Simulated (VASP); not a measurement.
Set up this calculation in VASP 6.6.1, as the native input.

```
Task                   : single point
Functional             : PBE
Potentials or basis    : VASP PAW PBE potentials, release 64 (Mg, Si, N)
Cutoff                 : 600 eV
k mesh                 : 3 × 3 × 3
Occupations            : gaussian, width 0.15 eV
Spin                   : no spin polarisation
Dipole correction      : no
Further INCAR settings : ALGO = Normal; EDIFF = 1e-06; NBANDS = 22
```

The structure of Mg5SiN2 lies in POSCAR:

```
Mg5SiN2
1.0
    6.8112416396      0.0000000000      0.0000000000
   -3.4056208198      5.8987082912      0.0000000000
    0.0000000000      0.0000000000      4.0831199877
Mg Si N
5 1 2
Direct
    0.3824498328      0.0000000000      0.0000000000
    0.0000000000      0.3824498328      0.0000000000
    0.6175501672      0.6175501672      0.0000000000
    0.3333333333      0.6666666667      0.5000000000
    0.6666666667      0.3333333333      0.5000000000
    0.0000000000      0.0000000000      0.0000000000
    0.3333333333      0.6666666667      0.0000000000
    0.6666666667      0.3333333333      0.0000000000
```

The cell was built from a structure type or drawn by symmetry, and may not be a known phase.

The input as run:

INCAR

```
SYSTEM = Mg5SiN2
ALGO     = Normal         ! electronic algorithm
EDIFF    = 1E-6           ! SCF threshold, eV
ENCUT    = 600            ! plane-wave cutoff, eV
GGA      = PE             ! functional
GGA_COMPAT= .False.      
ISIF     = 2              ! what is computed and relaxed
ISMEAR   = 0              ! smearing method
LASPH    = .True.         ! aspherical terms in the spheres
LCHARG   = .False.        ! write CHGCAR
LREAL    = .False.        ! projectors in reciprocal space
LWAVE    = .False.        ! write WAVECAR
NBANDS   = 22             ! bands
NELM     = 120            ! most SCF steps
PREC     = Accurate       ! precision mode
SIGMA    = 0.15           ! smearing width, eV
```

KPOINTS

```
k-points
0
Gamma
  3 3 3
  0 0 0
```

Potentials or basis: VASP PAW PBE potentials, release 64 (Mg, Si, N).

Command:

```console
$ cat potpaw_PBE.64/Mg/POTCAR potpaw_PBE.64/Si/POTCAR potpaw_PBE.64/N/POTCAR > POTCAR
$ mpirun -np 1 vasp_std > vasp.out
```

It gave:

```json
{
  "Pressure": "0.1 GPa",
  "Largest force": "0.022 eV/Å",
  "Band gap on the k mesh": "zero (bands 12 and 13 overlap by 0.04 eV)"
}
```

Caveat: the k points lie up to 0.51 Å⁻¹ apart.

Wall time 52 s on 1 thread of AMD EPYC 7R43 64-Core Processor (Zen 3) (shared host), peak memory 0.27 GiB.
